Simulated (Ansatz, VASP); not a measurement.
**Na3HSe in VASP and in Ansatz**

The input INCAR:

```
  PREC = Accurate
  ENCUT = 520
  EDIFF = 1E-7
  ISMEAR = 0
  SIGMA = 0.05
  LREAL = F
  LASPH = T
  NELM = 60
  ALGO = Normal
  ISIF = 2
  LWAVE = F
  LCHARG = F
  GGA = PE
  NBANDS = 22
```

KPOINTS

```
regular mesh
0
Gamma
  6 6 6
```

Contents of POSCAR:

```
Na3HSe
1.0
    4.5590100000      0.0000000000      0.0000000000
    0.0000000000      4.5590100000      0.0000000000
    0.0000000000      0.0000000000      4.5590100000
Na H Se
3 1 1
Direct
    0.0000000000      0.5000000000      0.5000000000
    0.5000000000      0.0000000000      0.5000000000
    0.5000000000      0.5000000000      0.0000000000
    0.5000000000      0.5000000000      0.5000000000
    0.0000000000      0.0000000000      0.0000000000
```

Input for Ansatz:

```yaml
crystal:
  lattice:
    - [4.55901, 0.0, 0.0]
    - [0.0, 4.55901, 0.0]
    - [0.0, 0.0, 4.55901]
  atoms:
    - { symbol: Na, position: [0.0, 0.5, 0.5] }
    - { symbol: Na, position: [0.5, 0.0, 0.5] }
    - { symbol: Na, position: [0.5, 0.5, 0.0] }
    - { symbol: H, position: [0.5, 0.5, 0.5] }
    - { symbol: Se, position: [0.0, 0.0, 0.0] }
basis:
  ecutwfc: 420
  ecutrho_ratio: 4
kpoints:
  mp_grid: { grid: [6, 6, 6] }
hamiltonian:
  xc: pbe
  pseudopotentials: { kind: paw, frozen_core: stored }
scf:
  occupations: { method: gaussian, width: 0.05 }
output:
  forces: true
  stress: true
  eigenvalues: true
```

Alike in both runs: task single point; functional PBE; k mesh 6 × 6 × 6; occupations gaussian, width 0.05 eV; no spin polarisation.

|  | VASP | Ansatz |
| --- | --- | --- |
| version | VASP 6.6.1 | Ansatz 0.2.0 |
| potentials or method | VASP PAW PBE potentials, release 64 (Na_pv, H, Se), cutoff 520 eV | scalar-relativistic, plane waves, PAW |
| valence electrons in the cell | 28 | 44 |

```tsv
	VASP	Ansatz	Ansatz less VASP
gap on the k mesh at the Fermi level (eV)	2.76	2.76	-0.001
least direct gap on the mesh (eV)	2.90	2.90	-0.001
pressure (GPa)	-0.2	-0.2	-0.02
```

VASP's potentials hold 28 valence electrons a cell and Ansatz's 44, so a difference there can come from the potentials and not from the codes.
